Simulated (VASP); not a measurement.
# I (C2/m) in VASP: further runs, part 2 of 2

VASP 6.6.1. Earlier steps stand in the parts before.

### 4 Single point, PBE

This run uses another cell than the first one: it holds 8 atoms, not 2.

Input file INCAR:

```
  ALGO = Normal
  EDIFF = 1E-6
  ENCUT = 520
  GGA = PE
  ISIF = 2
  ISMEAR = 0
  LASPH = True
  LCHARG = True
  LELF = True
  LREAL = False
  LVHAR = True
  LWAVE = False
  NBANDS = 38
  NELM = 100
  PREC = Accurate
  SIGMA = 0.1
```

Input file KPOINTS:

```
k-points
0
Gamma
  2 2 4
```

Input file POSCAR:

```
I
1.0
    8.3603618394     -4.3693360923     -0.0936750340
    8.3603618394      4.3693360923     -0.0936750340
   -3.5277503323      0.0000000000      5.4729136854
I
8
Direct
    0.8140391452      0.8140391452      0.2569680890
    0.1859608548      0.1859608548      0.7430319110
    0.3157337281      0.3157337281      0.2582862275
    0.6842662719      0.6842662719      0.7417137725
    0.8155204737      0.3142642143      0.2575808402
    0.6857357857      0.1844795263      0.7424191598
    0.1844795263      0.6857357857      0.7424191598
    0.3142642143      0.8155204737      0.2575808402
```

Potentials or basis: VASP PAW PBE potentials, release 64 (I).

Run with:

```sh
$ cat potpaw_PBE.64/I/POTCAR > POTCAR
$ mpirun -np 1 vasp_std > vasp.out
```

OUTCAR:

```text
EDIFF = 1E-6
   ENCUT = 520
   GGA = PE
   ISIF = 2
   ISMEAR = 0
   LASPH = True
   LREAL = False
   NELM = 100
   PREC = Accurate

 ion  position               nearest neighbor table
   1  0.814  0.814  0.257-   4 2.82   7 3.43   6 3.43
   2  0.186  0.186  0.743-   3 2.82   5 3.43   8 3.43
   3  0.316  0.316  0.258-   2 2.82   7 3.43   6 3.43
   4  0.684  0.684  0.742-   1 2.82   5 3.43   8 3.43
   5  0.816  0.314  0.258-   6 2.82   4 3.43   2 3.43
   6  0.686  0.184  0.742-   5 2.82   3 3.43   1 3.43
   7  0.184  0.686  0.742-   8 2.82   3 3.43   1 3.43
   8  0.314  0.816  0.258-   7 2.82   4 3.43   2 3.43

  Warning from LATTYP: Got some problem with cell dimensions!
  Tried to take original basis but could not verify dimensions!
  LATTYP: Found a base centered monoclinic cell.
 ALAT       =    14.4624123088
 B/A-ratio  =     0.6042333739
 C/A-ratio  =     0.4502263989
 COS(beta)  =    -0.2631807559

  Lattice vectors:

 A1 = (  -4.8326115071,   4.3693360923,  -5.3792386514)
 A2 = (  -4.8326115071,  -4.3693360923,  -5.3792386514)
 A3 = (  -3.5277503323,   0.0000000000,   5.4729136854)

Analysis of symmetry for initial positions (statically):
=====================================================================
 Subroutine PRICEL returns:
 Original cell was already a primitive cell.

 Routine SETGRP: Setting up the symmetry group for a
 base centered monoclinic supercell.

 Subroutine GETGRP returns: Found  4 space group operations
 (whereof  4 operations were pure point group operations)
 out of a pool of  4 trial point group operations.

The static configuration has the point symmetry C_2h.

Analysis of symmetry for dynamics (positions and initial velocities):
=====================================================================
[... 127 lines left out ...]
  volume/ion in A,a.u.               =      49.62       334.85
  Fermi-wavevector in a.u.,A,eV,Ry     =   0.852231  1.610482  9.881871  0.726297
  Thomas-Fermi vector in A             =   1.968487
   LORBIT       =      0    0 simple, 1 ext, 2 COOP (PROOUT), +10 PAW based schemes
   GGA     = PE    functional components
   LHFCALC =     F    Hartree Fock is set to
   AEXX    =    0.0000 exact exchange contribution
   IVDW    =     0    specifies the selected vdW correction
   LEPSILON=     F    determine dielectric tensor
   LRPA    =     F    only Hartree local field effects (RPA)
 non-spin polarized calculation
 Gauss-broadening in eV      SIGMA  =   0.10
  energy-cutoff  :      520.00
  volume of cell :      396.95
 maximum number of plane-waves:     10718
   NGX = 35   NGY = 35   NGZ = 25

 number of electron      55.9999999 magnetization

 Free energy of the ion-electron system (eV)
  ---------------------------------------------------
  ext. energy  EPLUGINS =         0.00000000
  ---------------------------------------------------
  free energy    TOTEN  =       -11.64103903 eV

  energy without entropy =      -11.64072433  energy(sigma->0) =      -11.64088168

 E-fermi :   1.5633     XC(G=0):  -7.2960

 val. band max:        1.3770932890   @ k =   0.0000   0.0000   0.0000
 cond. band min:       1.7437821316   @ k =   0.0000   0.0000   0.0000
 fundamental gap:      0.3666888426
 Fermi energy:         1.5633447259

 k-point     1 :       0.0000    0.0000    0.0000
  band No.  band energies     occupation
      1     -11.8727      2.00000
      2     -11.4180      2.00000
      3     -11.4165      2.00000
      4     -11.1896      2.00000
      5     -10.3911      2.00000
      6      -9.8241      2.00000
[... 358 lines left out ...]
     37       8.3701      0.00000
     38       8.3706      0.00000

------------------------ aborting loop because EDIFF is reached ----------------------------------------

  FORCE on cell =-STRESS in cart. coord.  units (eV):
  Direction    XX          YY          ZZ          XY          YZ          ZX
  --------------------------------------------------------------------------------------
  -------------------------------------------------------------------------------------
  Total        0.8717063     -0.0343341     -0.3317539      0.0000000      0.0000000     -0.0487565
  in kB        3.5183551     -0.1385782     -1.3390150      0.0000000      0.0000000     -0.1967897
  external PRESSURE =       0.6802540 kB  Pullay stress =       0.0000000 kB

 VOLUME and BASIS-vectors are now :
 -----------------------------------------------------------------------------
  energy-cutoff  :      520.00
  volume of cell :      396.95
      direct lattice vectors                 reciprocal lattice vectors
     8.360361839 -4.369336092 -0.093675034     0.060241106 -0.114433861  0.038830428
     8.360361839  4.369336092 -0.093675034     0.060241106  0.114433861  0.038830428
    -3.527750332  0.000000000  5.472913685     0.002062188  0.000000000  0.184047281

 POSITION                                       TOTAL-FORCE (eV/Angst)
 -----------------------------------------------------------------------------------
     12.70480      0.00000      1.25385         0.004426      0.000000     -0.018238
      0.48817      0.00000      4.03171        -0.004426      0.000000      0.018238
      4.36813      0.00000      1.35443        -0.001406      0.000000     -0.022186
      8.82485      0.00000      3.93114         0.001406      0.000000      0.022186
      8.53673     -2.19016      1.30389         0.001550      0.002188     -0.017888
      4.65625     -2.19016      3.98168        -0.001550      0.002188      0.017888
      4.65625      2.19016      3.98168        -0.001550     -0.002188      0.017888
      8.53673      2.19016      1.30389         0.001550     -0.002188     -0.017888
 -----------------------------------------------------------------------------------
    total drift:                               -0.000000      0.000000     -0.000000

  FREE ENERGIE OF THE ION-ELECTRON SYSTEM (eV)
  ---------------------------------------------------
  free  energy   TOTEN  =       -11.6410390323 eV

  energy  without entropy=      -11.6407243314  energy(sigma->0) =      -11.64088168
```

OSZICAR:

```text
N       E                     dE             d eps       ncg     rms          rms(c)
DAV:   1     0.351218939071E+03    0.35122E+03   -0.20173E+04   684   0.116E+03
DAV:   2     0.222314406623E+02   -0.32899E+03   -0.32252E+03   952   0.180E+02
DAV:   3    -0.112288431880E+02   -0.33460E+02   -0.33309E+02   852   0.658E+01
DAV:   4    -0.120587145337E+02   -0.82987E+00   -0.82956E+00   810   0.120E+01
DAV:   5    -0.120835075132E+02   -0.24793E-01   -0.24793E-01   862   0.227E+00    0.122E+01
DAV:   6    -0.117564749480E+02    0.32703E+00   -0.28660E-01   774   0.187E+00    0.820E+00
DAV:   7    -0.116527283445E+02    0.10375E+00   -0.65308E-01   762   0.281E+00    0.691E-01
DAV:   8    -0.116407217309E+02    0.12007E-01   -0.67940E-02   738   0.968E-01    0.281E-01
DAV:   9    -0.116408889915E+02   -0.16726E-03   -0.12708E-03   792   0.163E-01    0.140E-01
DAV:  10    -0.116410155288E+02   -0.12654E-03   -0.16118E-04   872   0.563E-02    0.358E-02
DAV:  11    -0.116410336276E+02   -0.18099E-04   -0.24231E-05   776   0.195E-02    0.113E-02
DAV:  12    -0.116410383789E+02   -0.47512E-05   -0.48343E-06   692   0.952E-03    0.602E-03
DAV:  13    -0.116410390323E+02   -0.65348E-06   -0.88575E-07   492   0.395E-03
   1 F= -.11641039E+02 E0= -.11640882E+02  d E =-.314701E-03
```

It took 3.1 min on 1 thread of AMD EPYC 7R43 (Zen 3), shared host; peak memory 0.48 GiB.

Results:

```yaml
Free_energy: -11.6410 eV
Pressure: 0.1 GPa
Largest_force: 0.022 eV/Å
Band_gap_on_the_k_mesh: 0.37 eV
```

Forces on the atoms (eV/Å):
```
I    0.004  0.000 -0.018
I   -0.004  0.000  0.018
I   -0.001  0.000 -0.022
I    0.001  0.000  0.022
I    0.002  0.002 -0.018
I   -0.002  0.002  0.018
I   -0.002 -0.002  0.018
I    0.002 -0.002 -0.018
```

Stress tensor (GPa, compression positive):
```
 0.35  0.00 -0.02
 0.00 -0.01  0.00
-0.02  0.00 -0.13
```

Caveat: the k points lie up to 0.42 Å⁻¹ apart; spin-orbit coupling is left out, which moves the levels of the heavy elements. A k mesh can miss the band edges.

### 5 Overview

| task | cell | k mesh | cutoff (eV) | gap on the mesh (eV) | pressure (GPa) | largest force (eV/Å) |
| --- | --- | --- | --- | --- | --- | --- |
| single point | a = 4.717, b = 4.717, c = 6.511 Å, angles 119.2, 119.2, 55.2°, 2 atoms | 6 × 6 × 4 | 520 | 0.13 | 0.0 | 0.02 |
| relaxation of cell and atoms | relaxed from a = 4.717, b = 4.717, c = 6.511 Å, angles 119.2, 119.2, 55.2°, 2 atoms | 6 × 6 × 4 | 600 | 0.18 | 0.0 | 0.01 |
| single point | a = 9.434, b = 9.434, c = 6.511 Å, angles 119.2, 119.2, 55.2°, 8 atoms | 2 × 2 × 4 | 520 | 0.37 | 0.1 | 0.02 |

Alike in all rows: level PBE; potentials or basis VASP PAW PBE potentials, release 64 (I); no spin polarisation; smearing gaussian 0.1 eV.

Caveats: some runs use coarse meshes; spin-orbit coupling is left out, which moves the levels of the heavy elements.

Total energies depend on the potentials used, so only differences within one code and one set of settings carry meaning.
